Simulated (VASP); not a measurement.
Crystal: Zn.

```
Zn
1.0
     0.00000    1.96478    1.96478
     1.96478    0.00000    1.96478
     1.96478    1.96478    0.00000
Zn
1
Direct
  0.00000 0.00000 0.00000
```

```yaml
Program: VASP 6.6.1
Task: relaxation of cell and atoms
Functional: BLYP
Potentials_or_basis: VASP PAW PBE potentials, release 64 (Zn)
Cutoff: 600 eV
k_mesh: 12 × 12 × 12
Occupations: fermi-dirac, width 0.05 eV
Spin: no spin polarisation
```

At the start: pressure 6.2 GPa; volume 15.17 Å³/atom.

Task: Where does the relaxation end?

Result: Over 3 steps the energy falls by 30.9 meV/atom and the volume is 16.99 Å³/atom (+12.0 %); space group Fm-3m (No. 225, to 0.05 Å).

Step by step:
```csv
step,energy change (eV),largest force (eV/Å),pressure (GPa),volume (Å³)
1,0.0000,0.0000,6.20,15.17
2,-0.0292,0.0000,1.23,16.50
3,-0.0309,0.0000,-0.08,16.99
```

Final structure:
```
CELL_PARAMETERS angstrom
0.00000 2.04060 2.04060
2.04060 0.00000 2.04060
2.04060 2.04060 0.00000
ATOMIC_POSITIONS crystal
Zn 0.00000 0.00000 0.00000
```

Caveat: the PAW data sets were made with another functional, which shifts forces and pressure a little.
